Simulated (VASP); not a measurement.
# Mg2Zn3O5 in VASP: a series of runs

Mg2Zn3O5 is run at these levels: PBE; tasks: single point.

Program: VASP 6.6.1. These are calculated values, not measurements. Logs are shortened: lines on timing, memory, paths and dates and some standing lists are left out, and cuts for length are marked.

**1. The cell of the first run**

It takes space group I4/mmm (No. 139, tetragonal). The conventional cell has a = 3.042 Å, b = 3.042 Å, c = 21.509 Å, α = 90.00°, β = 90.00°, γ = 90.00°. Within 2.8 Å of Mg (site symmetry 4mm) lie 6 O at 2.12 to 2.15 Å. Zn (site symmetry 4mm) has 6 O at 2.15 to 2.17 Å within 2.8 Å. Within 2.8 Å of Zn (site symmetry 4/mmm) lie 6 O at 2.15 to 2.18 Å. O (site symmetry 4mm) has 5 Mg at 2.12 to 2.15 Å and 1 Zn at 2.16 Å within 2.8 Å. Within 2.8 Å of O (site symmetry 4mm) lie 1 Mg at 2.12 Å and 5 Zn at 2.15 to 2.18 Å. O (site symmetry 4/mmm) has 6 Zn at 2.15 to 2.17 Å within 2.8 Å.

**2. Single point, PBE**

INCAR

```
ALGO = Normal
EDIFF = 1E-7
ENCUT = 520
GGA = PE
ISIF = 2
ISMEAR = 0
LASPH = True
LCHARG = False
LREAL = False
LWAVE = False
NBANDS = 46
NELM = 100
PREC = Accurate
SIGMA = 0.1
```

KPOINTS

```
k-points
0
Gamma
  4 4 4
```

POSCAR

```
Mg2Zn3O5
1.0
    0.0000000000     -3.0418193512      0.0000000000
    3.0418193512      0.0000000000      0.0000000000
   -1.5209096756      1.5209096756     10.7544989441
Mg Zn O
2 3 5
Direct
    0.3001126695      0.3001126695      0.6002253390
    0.6998873305      0.6998873305      0.3997746610
    0.8992199473      0.8992199473      0.7984398946
    0.1007800527      0.1007800527      0.2015601054
    0.5000000000      0.5000000000      0.0000000000
    0.7986460009      0.7986460009      0.5972920018
    0.2013539991      0.2013539991      0.4027079982
    0.6013277526      0.6013277526      0.2026555052
    0.0000000000      0.0000000000      0.0000000000
    0.3986722474      0.3986722474      0.7973444948
```

Potentials or basis: VASP PAW PBE potentials, release 64 (Mg, Zn, O).

On the command line:

```sh
$ cat potpaw_PBE.64/Mg/POTCAR potpaw_PBE.64/Zn/POTCAR potpaw_PBE.64/O/POTCAR > POTCAR
$ mpirun -np 1 vasp_std > vasp.out
```

OUTCAR:

```text
EDIFF = 1E-7
   ENCUT = 520
   GGA = PE
   ISIF = 2
   ISMEAR = 0
   LASPH = True
   LREAL = False
   NELM = 100
   PREC = Accurate

 ion  position               nearest neighbor table
   1  0.300  0.300  0.600-  10 2.12   7 2.12   6 2.15   6 2.15   6 2.15   6 2.15   3 3.03   3 3.03
                             3 3.03   3 3.03   2 3.05   2 3.05   2 3.05   2 3.05
   2  0.700  0.700  0.400-   8 2.12   6 2.12   7 2.15   7 2.15   7 2.15   7 2.15   4 3.03   4 3.03
                             4 3.03   4 3.03   1 3.05   1 3.05   1 3.05   1 3.05
   3  0.899  0.899  0.798-  10 2.15  10 2.15  10 2.15  10 2.15   6 2.16   9 2.17   1 3.03   1 3.03
                             1 3.03   1 3.03
   4  0.101  0.101  0.202-   8 2.15   8 2.15   8 2.15   8 2.15   7 2.16   9 2.17   2 3.03   2 3.03
                             2 3.03   2 3.03
   5  0.500  0.500  0.000-   9 2.15   9 2.15   9 2.15   9 2.15  10 2.18   8 2.18
   6  0.799  0.799  0.597-   2 2.12   1 2.15   1 2.15   1 2.15   1 2.15   3 2.16
   7  0.201  0.201  0.403-   1 2.12   2 2.15   2 2.15   2 2.15   2 2.15   4 2.16
   8  0.601  0.601  0.203-   2 2.12   4 2.15   4 2.15   4 2.15   4 2.15   5 2.18
   9  0.000  0.000  0.000-   5 2.15   5 2.15   5 2.15   5 2.15   3 2.17   4 2.17
  10  0.399  0.399  0.797-   1 2.12   3 2.15   3 2.15   3 2.15   3 2.15   5 2.18

  LATTYP: Found a body centered tetragonal cell.
 ALAT       =     3.0418193512
 C/A-ratio  =     7.0710964080

  Lattice vectors:

 A1 = (  -1.5209096756,  -1.5209096756, -10.7544989441)
 A2 = (   1.5209096756,   1.5209096756, -10.7544989441)
 A3 = (   1.5209096756,  -1.5209096756,  10.7544989441)

Analysis of symmetry for initial positions (statically):
=====================================================================
 Subroutine PRICEL returns:
 Original cell was already a primitive cell.

 Routine SETGRP: Setting up the symmetry group for a
 body centered tetragonal supercell.

 Subroutine GETGRP returns: Found 16 space group operations
 (whereof 16 operations were pure point group operations)
 out of a pool of 16 trial point group operations.

The static configuration has the point symmetry D_4h.

Analysis of symmetry for dynamics (positions and initial velocities):
=====================================================================
 Subroutine PRICEL returns:
 Original cell was already a primitive cell.

 Routine SETGRP: Setting up the symmetry group for a
 body centered tetragonal supercell.

 Subroutine GETGRP returns: Found 16 space group operations
 (whereof 16 operations were pure point group operations)
 out of a pool of 16 trial point group operations.

The dynamic configuration has the point symmetry D_4h.

 Subroutine INISYM returns: Found 16 space group operations
 (whereof 16 operations are pure point group operations),
 and found     1 'primitive' translations

----------------------------------------------------------------------------------------

                                     Primitive cell

  volume of cell :      99.5078

  direct lattice vectors                    reciprocal lattice vectors
     0.000000000 -3.041819351  0.000000000     0.000000000 -0.328750621  0.046492171
     3.041819351  0.000000000  0.000000000     0.328750621  0.000000000  0.046492171
    -1.520909676  1.520909676 10.754498944     0.000000000  0.000000000  0.092984341

  length of vectors
     3.041819351  3.041819351 10.967478289     0.332021825  0.332021825  0.092984341

  position of ions in fractional coordinates (direct lattice)
     0.300112670  0.300112670  0.600225339
     0.699887330  0.699887330  0.399774661
     0.899219947  0.899219947  0.798439895
     0.100780053  0.100780053  0.201560105
     0.500000000  0.500000000  0.000000000
     0.798646001  0.798646001  0.597292002
     0.201353999  0.201353999  0.402707998
     0.601327753  0.601327753  0.202655505
     0.000000000  0.000000000  0.000000000
     0.398672247  0.398672247  0.797344495

  ion indices of the primitive-cell ions
   primitive index   ion index
                 1           1
                 2           2
                 3           3
                 4           4
                 5           5
                 6           6
                 7           7
                 8           8
                 9           9
                10          10

----------------------------------------------------------------------------------------

 KPOINTS: k-points

Automatic generation of k-mesh.
 Grid dimensions read from file:
 generate k-points for:    4    4    4

 Generating k-lattice:

  Cartesian coordinates                     Fractional coordinates (reciprocal lattice)
     0.000000000 -0.082187655  0.011623043     0.250000000  0.000000000  0.000000000
     0.082187655  0.000000000  0.011623043     0.000000000  0.250000000  0.000000000
     0.000000000  0.000000000  0.023246085     0.000000000  0.000000000  0.250000000

  Length of vectors
     0.083005456  0.083005456  0.023246085

  Shift w.r.t. Gamma in fractional coordinates (k-lattice)
     0.000000000  0.000000000  0.000000000

 Subroutine IBZKPT returns following result:
 ===========================================

 Found     13 irreducible k-points:

 Following reciprocal coordinates:
            Coordinates               Weight
  0.000000  0.000000  0.000000      1.000000
  0.250000  0.000000  0.000000      8.000000
  0.500000  0.000000  0.000000      4.000000
  0.250000  0.250000  0.000000      8.000000
  0.500000  0.250000  0.000000     16.000000
 -0.250000  0.250000  0.000000      4.000000
  0.500000  0.500000  0.000000      2.000000
  0.000000  0.000000  0.250000      2.000000
  0.250000  0.000000  0.250000      8.000000
  0.500000  0.000000  0.250000      4.000000
  0.250000  0.250000  0.250000      4.000000
  0.500000  0.500000  0.250000      2.000000
  0.000000  0.000000  0.500000      1.000000
   k-points           NKPTS =     13   k-points in BZ     NKDIM =     13   number of bands    NBANDS=     46
   number of dos      NEDOS =    301   number of ions     NIONS =     10
   total plane-waves  NPLWV =  48384
   dimension x,y,z NGX =    24 NGY =   24 NGZ =   84
   dimension x,y,z NGXF=    48 NGYF=   48 NGZF=  168
   ions per type =               2   3   5
   NGX,Y,Z   is equivalent  to a cutoff of  13.12, 13.12, 12.73 a.u.
   NGXF,Y,Z  is equivalent  to a cutoff of  26.23, 26.23, 25.47 a.u.
 SYSTEM =  unknown system
   PREC   = accura    normal or accurate (medium, high low for compatibility)
   ISTART =      0    job   : 0-new  1-cont  2-samecut
   ICHARG =      2    charge: 1-file 2-atom 10-const
   ISPIN  =      1    spin polarized calculation?
   LNONCOLLINEAR =      F non collinear calculations
   LSORBIT =      F    spin-orbit coupling
   LASPH  =      T    aspherical Exc in radial PAW
   ENCUT  =  520.0 eV  38.22 Ry    6.18 a.u.   5.66  5.66 20.39*2*pi/ulx,y,z
   NELM   =    100;   NELMIN=  2; NELMDL= -5     # of ELM steps
   EDIFF  = 0.1E-06   stopping-criterion for ELM
   LREAL  =      F    real-space projection
   EDIFFG = 0.1E-05   stopping-criterion for IOM
   NSW    =      0    number of steps for IOM
   IBRION =     -1    ionic relax: 0-MD 1-quasi-New 2-CG
   NFREE  =      0    steps in history (QN), initial steepest desc. (CG)
   ISIF   =      2    stress and relaxation
   ISYM   =      2    0-nonsym 1-usesym 2-fastsym
   POTIM  = 0.5000    time-step for ionic-motion
   TEBEG  =    0.0;   TEEND  =   0.0 temperature during run
   PSTRESS=    0.0 pullay stress
   NELECT =      70.0000    total number of electrons
   NUPDOWN=      -1.0000    fix difference up-down
   EMIN   =  10.00;   EMAX   =-10.00  energy-range for DOS
   EFERMI =   0.00;   METHOD = LEGACY
   ISMEAR =     0;   SIGMA  =   0.10  broadening in eV -4-tet -1-fermi 0-gaus
   EFERMI_NEDOS =   21; number of points for ismear=-14 and -15
   IALGO  =     38    algorithm
   IMIX   =      4    mixing-type and parameters
     AMIX     =   0.40;   BMIX     =  1.00
     AMIX_MAG =   1.60;   BMIX_MAG =  1.00
  volume/ion in A,a.u.               =       9.95        67.15
  Fermi-wavevector in a.u.,A,eV,Ry     =   1.455979  2.751402 28.842656  2.119875
  Thomas-Fermi vector in A             =   2.572951
   LORBIT       =      0    0 simple, 1 ext, 2 COOP (PROOUT), +10 PAW based schemes
   GGA     = PE    functional components
   LHFCALC =     F    Hartree Fock is set to
   AEXX    =    0.0000 exact exchange contribution
   IVDW    =     0    specifies the selected vdW correction
   LEPSILON=     F    determine dielectric tensor
   LRPA    =     F    only Hartree local field effects (RPA)
 non-spin polarized calculation
 Gauss-broadening in eV      SIGMA  =   0.10
  energy-cutoff  :      520.00
  volume of cell :       99.51
 maximum number of plane-waves:      2708
 NGX is ok and might be reduce to    24
   NGX = 11   NGY = 11   NGZ = 41

 number of electron      70.0000008 magnetization

 Free energy of the ion-electron system (eV)
  ---------------------------------------------------
  ext. energy  EPLUGINS =         0.00000000
  ---------------------------------------------------
  free energy    TOTEN  =       -49.68226798 eV

  energy without entropy =      -49.68226798  energy(sigma->0) =      -49.68226798

 E-fermi :   3.4713     XC(G=0): -11.6364

 val. band max:        2.9332326955   @ k =   0.5000   0.0000   0.0000
 cond. band min:       4.4692118293   @ k =   0.0000   0.0000   0.0000
 fundamental gap:      1.5359791338
 Fermi energy:         3.4712919127

 k-point     1 :       0.0000    0.0000    0.0000
  band No.  band energies     occupation
      1     -15.2881      2.00000
      2     -14.8113      2.00000
      3     -14.6194      2.00000
      4     -14.0783      2.00000
      5     -13.7084      2.00000
      6      -2.7415      2.00000
[... 38 lines left out ...]
     45      15.3223      0.00000
     46      16.2165      0.00000
[... 547 lines left out ...]
      6      -2.8231      2.00000
[... 38 lines left out ...]
     45      14.7863      0.00000
     46      14.9726      0.00000

------------------------ aborting loop because EDIFF is reached ----------------------------------------

  FORCE on cell =-STRESS in cart. coord.  units (eV):
  Direction    XX          YY          ZZ          XY          YZ          ZX
  --------------------------------------------------------------------------------------
  -------------------------------------------------------------------------------------
  Total        0.2942499      0.2942499      0.0086815      0.0000000     -0.0000000      0.0000000
  in kB        4.7377255      4.7377255      0.1397807      0.0000000     -0.0000000      0.0000000
  external PRESSURE =       3.2050772 kB  Pullay stress =       0.0000000 kB

 VOLUME and BASIS-vectors are now :
 -----------------------------------------------------------------------------
  energy-cutoff  :      520.00
  volume of cell :       99.51
      direct lattice vectors                 reciprocal lattice vectors
     0.000000000 -3.041819351  0.000000000     0.000000000 -0.328750621  0.046492171
     3.041819351  0.000000000  0.000000000     0.328750621  0.000000000  0.046492171
    -1.520909676  1.520909676 10.754498944     0.000000000  0.000000000  0.092984341

 POSITION                                       TOTAL-FORCE (eV/Angst)
 -----------------------------------------------------------------------------------
      0.00000     -0.00000      6.45512        -0.000000     -0.000000     -0.000429
      1.52091     -1.52091      4.29938         0.000000      0.000000      0.000429
      1.52091     -1.52091      8.58682         0.000000     -0.000000      0.004223
      0.00000     -0.00000      2.16768        -0.000000      0.000000     -0.004223
      1.52091     -1.52091      0.00000        -0.000000      0.000000      0.000000
      1.52091     -1.52091      6.42358         0.000000     -0.000000     -0.041138
      0.00000      0.00000      4.33092        -0.000000      0.000000      0.041138
      1.52091     -1.52091      2.17946        -0.000000      0.000000      0.048444
      0.00000      0.00000      0.00000        -0.000000     -0.000000      0.000000
      0.00000      0.00000      8.57504         0.000000     -0.000000     -0.048444
 -----------------------------------------------------------------------------------
    total drift:                               -0.000000      0.000000     -0.000000

  FREE ENERGIE OF THE ION-ELECTRON SYSTEM (eV)
  ---------------------------------------------------
  free  energy   TOTEN  =       -49.6822679772 eV

  energy  without entropy=      -49.6822679772  energy(sigma->0) =      -49.68226798
```

It took 44 s on 1 thread of Intel Xeon 6975P-C (Granite Rapids), shared host; peak memory 0.22 GiB.

Results:

```
Free energy            : -49.6823 eV
Pressure               : 0.3 GPa
Largest force          : 0.048 eV/Å
Band gap on the k mesh : 1.54 eV (least direct gap 2.48 eV)
```

Forces in eV/Å, atoms in the order of the input:
```
Mg   0.000  0.000  0.000
Mg   0.000  0.000  0.000
Zn   0.000  0.000  0.004
Zn   0.000  0.000 -0.004
Zn   0.000  0.000  0.000
O    0.000  0.000 -0.041
O    0.000  0.000  0.041
O    0.000  0.000  0.048
O    0.000  0.000  0.000
O    0.000  0.000 -0.048
```

Caveat: the k points lie up to 0.52 Å⁻¹ apart.

**3. Single point, PBE**

INCAR

```
PREC = Accurate ; ENCUT = 520
EDIFF = 1E-7 ; ISMEAR = 0
SIGMA = 0.1 ; LREAL = F
LASPH = T ; NELM = 60
ALGO = Normal ; ISIF = 2
LWAVE = F ; LCHARG = T
GGA = PE ; LELF = T
LVHAR = T ; NBANDS = 46
```

KPOINTS

```
Automatic mesh
0
Gamma
  4 4 4
```

POSCAR

```
Mg2Zn3O5
1.0
   -0.0005021112     -3.0456008070     -0.0000200521
    3.0451695171      0.0004821353     -0.0000250577
   -1.5232030261      1.5233601760     10.7303002978
Mg Zn O
2 3 5
Direct
    0.3001649860      0.3001811648      0.6003113558
    0.6998187701      0.6998343724      0.3996899817
    0.8993340754      0.8993432372      0.7985986462
    0.1006732126      0.1006733278      0.2014026948
    0.5000079287      0.5000060402     -0.0000024562
    0.7986926626      0.7986863506      0.5973593864
    0.2013135034      0.2012996575      0.4026420720
    0.6012731225      0.6012591517      0.2025886686
   -0.0000030095     -0.0000089943     -0.0000036701
    0.3987247485      0.3987256920      0.7974133209
```

Potentials or basis: VASP PAW PBE potentials, release 64 (Mg, Zn, O).

On the command line:

```sh
$ cat potpaw_PBE.64/Mg/POTCAR potpaw_PBE.64/Zn/POTCAR potpaw_PBE.64/O/POTCAR > POTCAR
$ mpirun -np 1 vasp_std > vasp.out
```

It took 1.8 min on 1 thread of Intel Xeon 6975P-C (Granite Rapids), shared host; peak memory 0.28 GiB.

The run converged. Its results:

* Free energy: -49.6825 eV
* Pressure: 0.3 GPa
* Largest force: 0.041 eV/Å
* Band gap on the k mesh: 1.55 eV (least direct gap 2.48 eV)

Forces on the atoms (eV/Å):
```
Mg   0.000  0.000 -0.005
Mg   0.000  0.000  0.005
Zn   0.000  0.000 -0.007
Zn   0.000  0.000  0.007
Zn   0.000  0.000  0.000
O    0.000  0.000 -0.041
O    0.000  0.000  0.041
O    0.000  0.000  0.039
O    0.000  0.000  0.000
O    0.000  0.000 -0.040
```

Levels at points of the mesh, in eV from the valence-band top:
```
           k point  band 32  band 33  band 34  band 35  band 36  band 37  band 38  band 39
(0.00, 0.00, 0.00)    -1.47    -1.07    -0.93    -0.93     1.55     4.13     4.39     5.80
(0.50, 0.00, 0.00)    -0.30    -0.05    -0.02     0.00     5.76     5.95     6.44     7.22
(0.00, 0.50, 0.00)    -0.30    -0.05    -0.02     0.00     5.76     5.95     6.44     7.22
(0.50, 0.50, 0.00)    -2.28    -2.26    -2.13    -2.07     4.65     5.18     5.87     9.33
(0.00, 0.00, 0.50)    -1.34    -1.34    -0.94    -0.93     2.25     3.17     4.53     6.27
(0.50, 0.00, 0.50)    -0.30    -0.05    -0.02     0.00     5.76     5.95     6.44     7.22
(0.00, 0.50, 0.50)    -0.30    -0.05    -0.02     0.00     5.76     5.95     6.44     7.22
(0.50, 0.50, 0.50)    -2.28    -2.26    -2.13    -2.07     4.65     5.18     5.87     9.34
```

Caveat: the k points lie up to 0.52 Å⁻¹ apart. A k mesh can miss the band edges.
